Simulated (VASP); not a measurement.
Write the native input for VASP 6.6.1 that does the following.

| Quantity | Value |
| --- | --- |
| Task | single point |
| Functional | LDA |
| Potentials or basis | VASP PAW LDA potentials, release 64 (Fe_sv, Ru_sv) |
| Cutoff | 690 eV |
| k mesh | 12 × 12 × 7 |
| Occupations | fermi-dirac, width 0.05 eV |
| Spin | no spin polarisation |
| Dipole correction | no |
| Further INCAR settings | ALGO = Normal; EDIFF = 1e-06; NBANDS = 23 |

The structure of FeRu lies in POSCAR:

```
FeRu
1.0
    2.6428014205      0.0000000000      0.0000000000
   -1.3214007102      2.2887331673      0.0000000000
    0.0000000000      0.0000000000      4.0702270000
Fe Ru
1 1
Direct
    0.0000000000      0.0000000000      0.5000000000
    0.6666666667      0.3333333333      0.0000000000
```

The input as run:

INCAR

```
  ALGO = Normal
  EDIFF = 1E-6
  ENCUT = 690
  GGA_COMPAT = False
  ISIF = 2
  ISMEAR = -1
  LASPH = True
  LCHARG = False
  LREAL = False
  LWAVE = False
  NBANDS = 23
  NELM = 120
  PREC = Accurate
  SIGMA = 0.05
```

KPOINTS

```
k-points
0
Gamma
  12 12 7
```

Potentials or basis: VASP PAW LDA potentials, release 64 (Fe_sv, Ru_sv).

Command:

```console
$ cat potpaw_LDA.64/Fe_sv/POTCAR potpaw_LDA.64/Ru_sv/POTCAR > POTCAR
$ mpirun -np 1 vasp_std > vasp.out
```

It gave:

* Pressure: -20.3 GPa
* Band gap on the k mesh: zero (bands 16 and 17 overlap by 1.89 eV)

Caveat: the cell stands under tension; the run has no spin polarisation, though such a crystal can be magnetic.

Wall time 41 s on 1 thread of Intel(R) Xeon(R) Platinum 8259CL CPU @ 2.50GHz (Skylake/Cascade Lake), on a shared host, peak memory 0.18 GiB.
